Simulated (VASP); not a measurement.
Runs of VASP 6.6.1 on WSe2. The structure is that of space group F-43m (No. 216), or close to it. The cells are those of the table. The cell was built from a structure type or drawn by symmetry, and may not be a known phase.

```csv
task,spin,cell,k mesh,cutoff (eV),gap on the mesh (eV),pressure (GPa),moment (μB)
single point,off,"a = 4.386 Å, angles 60.0°, 3 atoms",14 × 14 × 14,520,none,0.1,-
single point,collinear,"a = 4.980 Å, angles 60.0°, 3 atoms",4 × 4 × 4,520,none,-13.0,(b)
relaxation of cell and atoms,off,"relaxed from a = 4.389 Å, angles 60.0°, 3 atoms",14 × 14 × 14,600,none,0.0,-
relaxation of cell and atoms,collinear,"relaxed from a = 4.389 Å, angles 60.0°, 3 atoms",6 × 6 × 6,600,none,-0.1,(a)
single point,collinear,"a = 4.389 Å, angles 60.0°, 3 atoms",4 × 4 × 4,520,none,0.2,1.19
```

Alike in all rows: level PBE; potentials or basis VASP PAW PBE potentials, release 64 (W_sv, Se); smearing gaussian 0.1 eV.

Task: Estimate the missing entries.

Result: (a) 0.00; (b) 2.17.

Caveats: some runs use coarse meshes; spin-orbit coupling is left out, which moves the levels of the heavy elements; the relaxation stopped at its first step, so nothing moved (at least some runs).

A k mesh can miss the band edges, and the runs leave out spin-orbit coupling on Se, W.

A gap of «none» marks levels without a gap at the run's occupations.
